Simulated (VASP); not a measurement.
Here is a VASP 6.6.1 calculation.

File INCAR:

```
SYSTEM = BAs
PREC     = Accurate       ! precision mode
ENCUT    = 520            ! plane-wave cutoff, eV
EDIFF    = 1E-6           ! SCF threshold, eV
ISMEAR   = 0              ! smearing method
SIGMA    = 0.05           ! smearing width, eV
LREAL    = Auto         
LASPH    = .TRUE.         ! aspherical terms in the spheres
NELM     = 150            ! most SCF steps
ALGO     = Normal         ! electronic algorithm
ISIF     = 2              ! what is computed and relaxed
LWAVE    = .FALSE.        ! write WAVECAR
LCHARG   = .FALSE.        ! write CHGCAR
ISPIN    = 2              ! spin polarisation
MAGMOM   = 0.3 0.3 0.3 0.3 0.3 0.3 0.3 0.3 0.3 0.3 0.3 0.3 0.3 0.3 0.3 0.3 0.3 0.3 0.3 0.3 ! initial moments
LORBIT   = 11             ! projections on sites
GGA      = PS             ! functional
NBANDS   = 60             ! bands
```

File KPOINTS:

```
Automatic mesh
0
G
  1 1 4
  0 0 0
```

File POSCAR:

```
BAs
1.0
   14.8000000000      0.0000000000      0.0000000000
    0.0000000000     12.7000000000      0.0000000000
    0.0000000000      0.0000000000      8.2582031335
B As
10 10
Direct
    0.5657593630      0.5000000000      0.0000000000
    0.3027219109      0.5000000000      0.6666666667
    0.4342406370      0.5000000000      0.3333333333
    0.6972780891      0.5000000000      0.6666666667
    0.3684812740      0.3672678224      0.0000000000
    0.6315187260      0.3672678224      0.3333333333
    0.5000000000      0.6327321776      0.6666666667
    0.3684812740      0.6327321776      0.0000000000
    0.6315187260      0.6327321776      0.3333333333
    0.5000000000      0.3672678224      0.6666666667
    0.6315187260      0.6327321776      0.0833333333
    0.5000000000      0.3672678224      0.4166666667
    0.3684812740      0.6327321776      0.7500000000
    0.6315187260      0.3672678224      0.0833333333
    0.5000000000      0.6327321776      0.4166666667
    0.3684812740      0.3672678224      0.7500000000
    0.4342406370      0.5000000000      0.0833333333
    0.6972780891      0.5000000000      0.4166666667
    0.3027219109      0.5000000000      0.4166666667
    0.5657593630      0.5000000000      0.7500000000
```

Potentials or basis: VASP PAW PBE potentials, release 64 (B, As).

Launch:

```sh
$ cat potpaw_PBE.64/B/POTCAR potpaw_PBE.64/As/POTCAR > POTCAR
$ mpirun -np 1 vasp_std > vasp.out
```

Problem. What does it give for the net moment?

Solution. 2.00 μB per cell.

Problem. Estimate the largest force.

Solution. 2.231 eV/Å.

Problem. Predict the site moments.

Solution. B +0.01, -0.06, -0.01, +0.29, +0.22, +0.10 (each value once); As -0.01, -0.07, -0.11, +0.35, +0.00 (each value once) μB.

Forces on the atoms (eV/Å):
```
B    0.107  0.000  0.553
B    2.033  0.000 -0.290
B    0.232  0.000  0.432
B   -1.298  0.000 -1.240
B    0.596  0.831 -1.289
B   -1.378  1.484 -0.936
B   -0.881 -0.812 -0.639
B    0.596 -0.831 -1.289
B   -1.378 -1.484 -0.936
B   -0.881  0.812 -0.639
As   0.362  0.032  0.395
As   0.889 -1.166  0.591
As  -0.163  0.885  0.834
As   0.362 -0.032  0.395
As   0.889  1.166  0.591
As  -0.163 -0.885  0.834
As  -0.994  0.000  0.557
As   0.623  0.000  1.408
As  -0.629  0.000 -0.041
As   1.076  0.000  0.708
```

Caveat: the PAW data sets were made with another functional, which shifts forces and pressure a little.
